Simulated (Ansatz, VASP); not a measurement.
# One calculation of BN, two programs

INCAR

```
  PREC = Accurate
  ENCUT = 520
  EDIFF = 1E-6
  ISMEAR = 0
  SIGMA = 0.05
  LREAL = False
  LASPH = True
  NELM = 100
  ALGO = Normal
  ISIF = 2
  LWAVE = False
  LCHARG = True
  GGA = PS
  LELF = True
  LVHAR = True
  NBANDS = 16
```

The input KPOINTS:

```
Automatic mesh
0
Gamma
  12 12 6
```

POSCAR

```
BN
1.0
    2.6560971858      0.0000000000      0.0000000000
   -1.3280485929      2.3002476378      0.0000000000
    0.0000000000      0.0000000000      3.8887066000
B N
2 2
Direct
    0.6666666667      0.3333333333      0.9997240000
    0.3333333333      0.6666666667      0.4997240000
    0.6666666667      0.3333333333      0.6252760000
    0.3333333333      0.6666666667      0.1252760000
```

Input for Ansatz:

```yaml
crystal:
  lattice:
    - [2.6560971858, 0.0, 0.0]
    - [-1.3280485929, 2.3002476378, 0.0]
    - [0.0, 0.0, 3.8887066]
  atoms:
    - { symbol: B, position: [0.6666666667, 0.3333333333, 0.999724] }
    - { symbol: B, position: [0.3333333333, 0.6666666667, 0.499724] }
    - { symbol: "N", position: [0.6666666667, 0.3333333333, 0.625276] }
    - { symbol: "N", position: [0.3333333333, 0.6666666667, 0.125276] }
basis:
  ecutwfc: 420
kpoints:
  mp_grid: { grid: [12, 12, 6] }
hamiltonian:
  xc: pbesol
scf:
  occupations: { method: gaussian, width: 0.05 }
output:
  forces: true
  stress: true
  eigenvalues: true
  write_density: true
  write_potential: true
  elf: true
  volumetric_format: npy
```

Change from the starting cell: strain +0.040 along x and y, -0.080 along z, atoms carried along.

Alike in both runs: task single point; functional PBEsol; k mesh 12 × 12 × 6; occupations gaussian, width 0.05 eV; no spin polarisation.

|  | VASP | Ansatz |
| --- | --- | --- |
| version | VASP 6.6.1 | Ansatz 0.2.0 |
| potentials or method | VASP PAW PBE potentials, release 64 (B, N), cutoff 520 eV | scalar-relativistic, plane waves, PAW |
| valence electrons in the cell | 16 | 16 |

Ansatz gave:

- gap on the k mesh at the Fermi level (eV): 5.25
- least direct gap on the mesh (eV): 6.81
- pressure (GPa): 4.4
- traceless stress, the component that is largest in VASP (GPa): 83.51
- rms of the force components (eV/Å): 0.559

**Question.** Estimate VASP's values.

**Answer.** gap on the k mesh at the Fermi level (eV): 5.23; least direct gap on the mesh (eV): 6.80; pressure (GPa): 5.0; traceless stress, the component that is largest in VASP (GPa): 84.10; rms of the force components (eV/Å): 0.575.

VASP's potentials were made for PBE, not for PBEsol. Atom by atom the forces differ by 0.016 eV/Å (rms over components).
